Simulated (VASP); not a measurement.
Input of a VASP 6.6.1 run:

POSCAR

```
C
1.0
    0.0524367482      1.7613559250      1.7613559250
    1.7613559250      0.0524367482      1.7613559250
    1.7613559250      1.7613559250      0.0524367482
C
2
Direct
    0.0004415872      0.0004415872      0.0004415872
    0.2495584128      0.2495584128      0.2495584128
```

Contents of INCAR.step1:

```
SYSTEM = C
ALGO = Normal
EDIFF = 1E-8
ENCUT = 500
GGA = PE
ISMEAR = 0
LASPH = .True.
LCHARG = .False.
LREAL = .False.
LWAVE = .True.
NELM = 60
PREC = Accurate
SIGMA = 0.01
```

INCAR.step2

```
SYSTEM = C
ALGO = Exact
EDIFF = 1E-8
ENCUT = 500
GGA = PE
ISMEAR = 0
ISTART = 1
LASPH = .True.
LCHARG = .False.
LOPTICS = .True.
LREAL = .False.
LWAVE = .True.
NBANDS = 47
NELM = 1
PREC = Accurate
SIGMA = 0.01
```

The input INCAR.step3:

```
SYSTEM = C
ALGO = EVGW0
EDIFF = 1E-8
ENCUT = 500
ENCUTGW = 150.0
GGA = PE
ISMEAR = 0
ISTART = 1
LASPH = .True.
LCHARG = .False.
LREAL = .False.
LWAVE = .False.
NBANDS = 47
NBANDSGW = 12
NELMGW = 1
NOMEGA = 96
OMEGAMAX = 20
PREC = Accurate
PRECFOCK = Fast
SIGMA = 0.01
```

The input KPOINTS:

```
k-points
0
Gamma
  6 6 6
  0 0 0
```

Potentials or basis: VASP PAW PBE potentials, release 64 (C_GW).

Run with:

```bash
$ cat potpaw_PBE.64/C_GW/POTCAR > POTCAR
$ cp INCAR.step1 INCAR
$ mpirun -np 1 vasp_std > vasp.out
$ cp INCAR.step2 INCAR
$ mpirun -np 1 vasp_std > vasp.out
$ cp INCAR.step3 INCAR
$ mpirun -np 1 vasp_std > vasp.out
```

Problem. What does it give for the quasiparticle gap?

Solution. 5.36 eV.

Problem. Predict the least direct quasiparticle gap.

Solution. 6.39 eV.

Problem. Estimate the least direct gap of the starting levels on the mesh.

Solution. 4.75 eV.

Problem. Predict the band gap of the starting levels on the mesh.

Solution. 4.19 eV.

Caveat: the k points lie up to 0.53 Å⁻¹ apart; bands, screening cutoff and mesh are small and nothing is extrapolated, so the quasiparticle values aren't converged.
